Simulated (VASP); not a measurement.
Here is a VASP 6.6.1 calculation.

The input POSCAR:

```
W
1.0
    0.0000000000      1.9936234741      1.9936234741
    1.9936234741      0.0000000000      1.9936234741
    1.9936234741      1.9936234741      0.0000000000
W
1
Direct
    0.0000000000      0.0000000000      0.0000000000
```

File INCAR.step1:

```
  ALGO = Normal
  EDIFF = 1E-4
  ENCUT = 600
  GGA = PE
  ISMEAR = -1
  LASPH = True
  LCHARG = False
  LREAL = False
  LWAVE = True
  NELM = 60
  PREC = Accurate
  SIGMA = 0.1
```

Contents of INCAR.step2:

```
  ALGO = Normal
  EDIFF = 1E-7
  EDIFFG = -0.01
  ENCUT = 600
  IBRION = 2
  ISIF = 3
  ISMEAR = -1
  ISTART = 1
  LASPH = True
  LCHARG = False
  LMIXTAU = True
  LREAL = False
  LWAVE = False
  METAGGA = R2SCAN
  NELM = 60
  NSW = 80
  PREC = Accurate
  SIGMA = 0.1
```

File KPOINTS:

```
k-points
0
Gamma
  14 14 14
```

Potentials or basis: VASP PAW PBE potentials, release 64 (W_sv).

Launch:

```sh
$ cat potpaw_PBE.64/W_sv/POTCAR > POTCAR
$ cp INCAR.step1 INCAR
$ mpirun -np 1 vasp_std > vasp.out
$ cp INCAR.step2 INCAR
$ mpirun -np 1 vasp_std > vasp.out
```

Problem. Predict the band gap on the k mesh.

Solution. Zero (bands 7 and 8 overlap by 3.65 eV).

Problem. What does it give for the relaxed cell?

Solution. a = 2.845 Å, b = 2.845 Å, c = 2.845 Å, α = 60.00°, β = 60.00°, γ = 60.00°.

Final structure:
```yaml
crystal:
  lattice:
    - [0.00000, 2.01171, 2.01171]
    - [2.01171, 0.00000, 2.01171]
    - [2.01171, 2.01171, 0.00000]
  atoms:
    - { symbol: W, position: [0.00000, 0.00000, 0.00000] }
```

Caveat: spin-orbit coupling is left out, which moves the levels of the heavy elements.
